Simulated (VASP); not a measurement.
# NiO (F-43m) in VASP: further runs

Runs on NiO. Level: PBE. Tasks: single point.

All numbers are computed with VASP 6.6.1; they aren't measurements. Logs are shortened: lines on timing, memory, paths and dates and some standing lists are left out, and cuts for length are marked.

## 1. The cell of the first run

The structure is cubic, space group F-43m (No. 216). Conventional cell: a = 4.597 Å, b = 4.597 Å, c = 4.597 Å, α = 90.00°, β = 90.00°, γ = 90.00°. Ni (site symmetry -43m) has 4 O at 1.99 Å within 2.6 Å. Within 2.6 Å of O (site symmetry -43m) lie 4 Ni at 1.99 Å.

## 2. Single point, PBE, collinear spin, ferromagnetic start

File INCAR:

```
  ALGO = Normal
  EDIFF = 1E-6
  ENCUT = 520
  GGA = PE
  ISIF = 2
  ISMEAR = -1
  ISPIN = 2
  LASPH = T
  LCHARG = T
  LELF = T
  LMAXMIX = 4
  LORBIT = 11
  LREAL = F
  LVHAR = T
  LWAVE = F
  MAGMOM = 1 0
  NBANDS = 19
  NELM = 150
  PREC = Accurate
  SIGMA = 0.05
```

File KPOINTS:

```
k-points
0
Gamma
  10 10 10
```

File POSCAR:

```
NiO
1.0
    0.0000000000      2.2986717382      2.2986717382
    2.2986717382      0.0000000000      2.2986717382
    2.2986717382      2.2986717382      0.0000000000
Ni O
1 1
Direct
    0.0000000000      0.0000000000      0.0000000000
    0.2500000000      0.2500000000      0.2500000000
```

Potentials or basis: VASP PAW PBE potentials, release 64 (Ni, O).

On the command line:

```sh
> cat potpaw_PBE.64/Ni/POTCAR potpaw_PBE.64/O/POTCAR > POTCAR
> mpirun -np 1 vasp_std > vasp.out
```

OUTCAR:

```text
EDIFF = 1E-6
   ENCUT = 520
   GGA = PE
   ISIF = 2
   ISMEAR = -1
   ISPIN = 2
   LASPH = T
   LORBIT = 11
   LREAL = F
   NELM = 150
   PREC = Accurate

 ion  position               nearest neighbor table
   1  0.000  0.000  0.000-   2 1.99   2 1.99   2 1.99   2 1.99
   2  0.250  0.250  0.250-   1 1.99   1 1.99   1 1.99   1 1.99

  LATTYP: Found a face centered cubic cell.
 ALAT       =     4.5973434764

  Lattice vectors:

 A1 = (   0.0000000000,   2.2986717382,   2.2986717382)
 A2 = (   2.2986717382,   0.0000000000,   2.2986717382)
 A3 = (   2.2986717382,   2.2986717382,   0.0000000000)

Analysis of symmetry for initial positions (statically):
=====================================================================
 Subroutine PRICEL returns:
 Original cell was already a primitive cell.

 Routine SETGRP: Setting up the symmetry group for a
 face centered cubic supercell.

 Subroutine GETGRP returns: Found 24 space group operations
 (whereof 24 operations were pure point group operations)
 out of a pool of 48 trial point group operations.

The static configuration has the point symmetry T_d .

Analysis of symmetry for dynamics (positions and initial velocities):
=====================================================================
 Subroutine PRICEL returns:
 Original cell was already a primitive cell.

 Routine SETGRP: Setting up the symmetry group for a
 face centered cubic supercell.

 Subroutine GETGRP returns: Found 24 space group operations
 (whereof 24 operations were pure point group operations)
 out of a pool of 48 trial point group operations.

The dynamic configuration has the point symmetry T_d .

Analysis of structural, dynamic, and magnetic symmetry:
=====================================================================
 Subroutine PRICEL returns:
 Original cell was already a primitive cell.

 Routine SETGRP: Setting up the symmetry group for a
 face centered cubic supercell.

 Subroutine GETGRP returns: Found 24 space group operations
 (whereof 24 operations were pure point group operations)
 out of a pool of 48 trial point group operations.

The overall configuration has the point symmetry T_d .

 Subroutine INISYM returns: Found 24 space group operations
 (whereof 24 operations are pure point group operations),
 and found     1 'primitive' translations

----------------------------------------------------------------------------------------

                                     Primitive cell

  volume of cell :      24.2919

  direct lattice vectors                    reciprocal lattice vectors
[... 104 lines left out ...]
   IALGO  =     38    algorithm
   IMIX   =      4    mixing-type and parameters
     AMIX     =   0.40;   BMIX     =  1.00
     AMIX_MAG =   1.60;   BMIX_MAG =  1.00
  volume/ion in A,a.u.               =      12.15        81.96
  Fermi-wavevector in a.u.,A,eV,Ry     =   1.424387  2.691700 27.604549  2.028877
  Thomas-Fermi vector in A             =   2.544883
   LORBIT       =     11    0 simple, 1 ext, 2 COOP (PROOUT), +10 PAW based schemes
   GGA     = PE    functional components
   LHFCALC =     F    Hartree Fock is set to
   AEXX    =    0.0000 exact exchange contribution
   IVDW    =     0    specifies the selected vdW correction
   LEPSILON=     F    determine dielectric tensor
   LRPA    =     F    only Hartree local field effects (RPA)
 spin polarized calculation
  energy-cutoff  :      520.00
  volume of cell :       24.29
 maximum number of plane-waves:       666
   NGX = 13   NGY = 13   NGZ = 13

 number of electron      15.9999994 magnetization       1.9831589

 Free energy of the ion-electron system (eV)
  ---------------------------------------------------
  ext. energy  EPLUGINS =         0.00000000
  ---------------------------------------------------
  free energy    TOTEN  =       -11.54988218 eV

  energy without entropy =      -11.53534342  energy(sigma->0) =      -11.54261280

 E-fermi :   4.7112     XC(G=0): -10.8171

 val. band max:        4.7067712637   @ k =   0.0000   0.0000   0.0000
 cond. band min:       4.7350816073   @ k =   0.5000   0.4000   0.0000
 fundamental gap:      0.0283103436
 Fermi energy:         4.7112148772

 spin component 1

 k-point     1 :       0.0000    0.0000    0.0000
  band No.  band energies     occupation
      1     -14.6864      1.00000
      2      -0.8302      1.00000
      3      -0.8302      1.00000
      4      -0.8302      1.00000
      5       2.3844      1.00000
      6       2.3844      1.00000
[... 517 lines left out ...]
     18      32.5000      0.00000
     19      32.9177      0.00000

 [... further k-points ...]

 spin component 2

 k-point     1 :       0.0000    0.0000    0.0000
  band No.  band energies     occupation
      1     -14.0512      1.00000
      2       0.2238      1.00000
      3       0.2238      1.00000
      4       0.2238      1.00000
      5       3.4562      1.00000
      6       3.4562      1.00000
[... 517 lines left out ...]
     18      32.7898      0.00000
     19      33.2272      0.00000

 [... further k-points ...]
[... 5 lines left out ...]
  --------------------------------------------------------------------------------------
  -------------------------------------------------------------------------------------
  Total       -1.3855102     -1.3855102     -1.3855102      0.0000000      0.0000000     -0.0000000
  in kB      -91.3817456    -91.3817456    -91.3817456      0.0000000      0.0000000     -0.0000000
  external PRESSURE =     -91.3817456 kB  Pullay stress =       0.0000000 kB

 VOLUME and BASIS-vectors are now :
 -----------------------------------------------------------------------------
  energy-cutoff  :      520.00
  volume of cell :       24.29
      direct lattice vectors                 reciprocal lattice vectors
     0.000000000  2.298671738  2.298671738    -0.217516921  0.217516921  0.217516921
     2.298671738  0.000000000  2.298671738     0.217516921 -0.217516921  0.217516921
     2.298671738  2.298671738  0.000000000     0.217516921  0.217516921 -0.217516921

 POSITION                                       TOTAL-FORCE (eV/Angst)
 -----------------------------------------------------------------------------------
      0.00000      0.00000      0.00000        -0.000000      0.000000     -0.000000
      1.14934      1.14934      1.14934         0.000000     -0.000000      0.000000
 -----------------------------------------------------------------------------------
    total drift:                                0.000001      0.000001      0.000001

  FREE ENERGIE OF THE ION-ELECTRON SYSTEM (eV)
  ---------------------------------------------------
  free  energy   TOTEN  =       -11.5498821767 eV

  energy  without entropy=      -11.5353434203  energy(sigma->0) =      -11.54261280

 total charge

# of ion       s       p       d       tot
------------------------------------------
    1        0.353   0.412   8.199   8.964
    2        1.556   3.382   0.000   4.938
--------------------------------------------------
tot          1.909   3.794   8.199  13.902

 magnetization (x)

# of ion       s       p       d       tot
------------------------------------------
    1        0.003   0.034   1.506   1.544
    2        0.016   0.361   0.000   0.377
--------------------------------------------------
tot          0.019   0.395   1.506   1.921
```

OSZICAR:

```text
N       E                     dE             d eps       ncg     rms          rms(c)
DAV:   1     0.886158050090E+02    0.88616E+02   -0.69502E+03  3724   0.954E+02
DAV:   2    -0.829403830343E+01   -0.96910E+02   -0.84410E+02  3679   0.230E+02
DAV:   3    -0.142654132549E+02   -0.59714E+01   -0.57016E+01  4157   0.590E+01
DAV:   4    -0.143297610681E+02   -0.64348E-01   -0.64272E-01  3954   0.591E+00
DAV:   5    -0.143310483771E+02   -0.12873E-02   -0.12872E-02  4070   0.864E-01    0.170E+01
DAV:   6    -0.141464607089E+02    0.18459E+00   -0.23624E+01  4190   0.732E+01    0.251E+01
DAV:   7    -0.115942989379E+02    0.25522E+01   -0.11710E+01  4111   0.618E+01    0.679E+00
DAV:   8    -0.115616561327E+02    0.32643E-01   -0.40746E-01  4347   0.759E+00    0.319E+00
DAV:   9    -0.115527038469E+02    0.89523E-02   -0.11610E-01  4907   0.499E+00    0.156E+00
DAV:  10    -0.115510290814E+02    0.16748E-02   -0.18927E-02  4654   0.259E+00    0.442E-01
DAV:  11    -0.115498172285E+02    0.12119E-02   -0.91798E-03  4742   0.137E+00    0.187E-01
DAV:  12    -0.115498465689E+02   -0.29340E-04   -0.72162E-04  4056   0.281E-01    0.933E-02
DAV:  13    -0.115498671866E+02   -0.20618E-04   -0.18832E-04  4186   0.153E-01    0.322E-02
DAV:  14    -0.115498809811E+02   -0.13795E-04   -0.42779E-05  4174   0.551E-02    0.160E-02
DAV:  15    -0.115498825277E+02   -0.15466E-05   -0.58093E-06  4051   0.214E-02    0.156E-02
DAV:  16    -0.115498821767E+02    0.35101E-06   -0.35942E-06  2893   0.284E-02
   1 F= -.11549882E+02 E0= -.11542613E+02  d E =-.145388E-01  mag=     1.9832
```

Run time: 28 s. Hardware: 1 thread of Intel Xeon Platinum 8259CL at 2.50GHz (Skylake/Cascade Lake), shared host; peak memory 0.17 GiB.

What came out:

* Free energy: -11.5499 eV
* Pressure: -9.1 GPa
* Band gap on the k mesh: zero (filled and empty bands overlap)
* Net moment: 1.98 μB per cell
* Site moments: Ni +1.54; O +0.38 μB
* Valence electrons inside the program's atomic spheres: Ni 8.96; O 4.94

Levels at points of the mesh, in eV from the Fermi level:
Spin up:
```tsv
k point	band 7	band 8	band 9	band 10	band 11	band 12
(0.00, 0.00, 0.00)	0.00	0.00	0.00	0.33	13.74	13.74
(0.50, 0.00, 0.00)	-2.29	-0.73	-0.73	5.53	7.01	13.29
(0.50, 0.50, 0.00)	-1.86	-1.86	-1.73	5.24	9.22	10.92
```
Spin down:
| k point | band 5 | band 6 | band 7 | band 8 | band 9 | band 10 |
| --- | --- | --- | --- | --- | --- | --- |
| (0.00, 0.00, 0.00) | -1.26 | -1.26 | 0.64 | 1.64 | 1.64 | 1.64 |
| (0.50, 0.00, 0.00) | -1.07 | -1.07 | -0.64 | 0.82 | 0.82 | 5.86 |
| (0.50, 0.50, 0.00) | -1.29 | -0.99 | -0.71 | -0.04 | -0.04 | 5.68 |

Caveat: a cell with one magnetic atom can't hold antiferromagnetic order, which such compounds often take; semilocal functionals often make such compounds metallic where correlation or magnetic order opens a gap, which also shifts bond lengths.

## 3. Single point, PBE, collinear spin, ferromagnetic start

This run uses another cell than the first one, of 12.38 Å³/atom, 1.020 times its volume.

File INCAR:

```
SYSTEM = NiO
PREC     = Accurate       ! precision mode
ENCUT    = 520            ! plane-wave cutoff, eV
EDIFF    = 1E-6           ! SCF threshold, eV
ISMEAR   = -1             ! smearing method
SIGMA    = 0.05           ! smearing width, eV
LREAL    = .False.        ! projectors in reciprocal space
LASPH    = .True.         ! aspherical terms in the spheres
NELM     = 150            ! most SCF steps
ALGO     = Normal         ! electronic algorithm
ISIF     = 2              ! what is computed and relaxed
LWAVE    = .False.        ! write WAVECAR
LCHARG   = .False.        ! write CHGCAR
ISPIN    = 2              ! spin polarisation
MAGMOM   = 1 0            ! initial moments
LORBIT   = 11             ! projections on sites
LMAXMIX  = 4              ! l up to which the mixer works
GGA      = PE             ! functional
NBANDS   = 19             ! bands
```

File KPOINTS:

```
regular mesh
0
Gamma
  10 10 10
  0 0 0
```

File POSCAR:

```
NiO
1.0
    0.0000000000      2.3135985963      2.3135985963
    2.3135985963      0.0000000000      2.3135985963
    2.3135985963      2.3135985963      0.0000000000
Ni O
1 1
Direct
    0.0000000000      0.0000000000      0.0000000000
    0.2500000000      0.2500000000      0.2500000000
```

Potentials or basis: VASP PAW PBE potentials, release 64 (Ni, O).

On the command line:

```sh
> cat potpaw_PBE.64/Ni/POTCAR potpaw_PBE.64/O/POTCAR > POTCAR
> mpirun -np 1 vasp_std > vasp.out
```

Wall time 27 s (1 thread of Intel Xeon Platinum 8259CL at 2.50GHz (Skylake/Cascade Lake), shared host); peak memory 0.17 GiB.

Results (log left out):

* Free energy: -11.5199 eV
* Pressure: -11.1 GPa
* Band gap on the k mesh: zero (filled and empty bands overlap)
* Net moment: 1.99 μB per cell
* Site moments: Ni +1.55; O +0.38 μB
* Valence electrons inside the program's atomic spheres: Ni 8.93; O 4.93

Levels at points of the mesh, in eV from the Fermi level:
Spin up:
| k point | band 7 | band 8 | band 9 | band 10 | band 11 | band 12 |
| --- | --- | --- | --- | --- | --- | --- |
| (0.00, 0.00, 0.00) | -0.04 | -0.04 | -0.04 | 0.30 | 13.60 | 13.60 |
| (0.50, 0.00, 0.00) | -2.27 | -0.75 | -0.75 | 5.45 | 6.94 | 13.17 |
| (0.50, 0.50, 0.00) | -1.85 | -1.85 | -1.72 | 5.21 | 9.04 | 10.86 |
Spin down:
| k point | band 5 | band 6 | band 7 | band 8 | band 9 | band 10 |
| --- | --- | --- | --- | --- | --- | --- |
| (0.00, 0.00, 0.00) | -1.23 | -1.23 | 0.61 | 1.60 | 1.60 | 1.60 |
| (0.50, 0.00, 0.00) | -1.05 | -1.05 | -0.62 | 0.81 | 0.81 | 5.78 |
| (0.50, 0.50, 0.00) | -1.24 | -0.97 | -0.70 | -0.03 | -0.03 | 5.64 |

Caveat: a cell with one magnetic atom can't hold antiferromagnetic order, which such compounds often take; semilocal functionals often make such compounds metallic where correlation or magnetic order opens a gap, which also shifts bond lengths. With open d or f shells a metallic result of PBE can be an artefact of self-interaction; +U or a hybrid may open a gap.
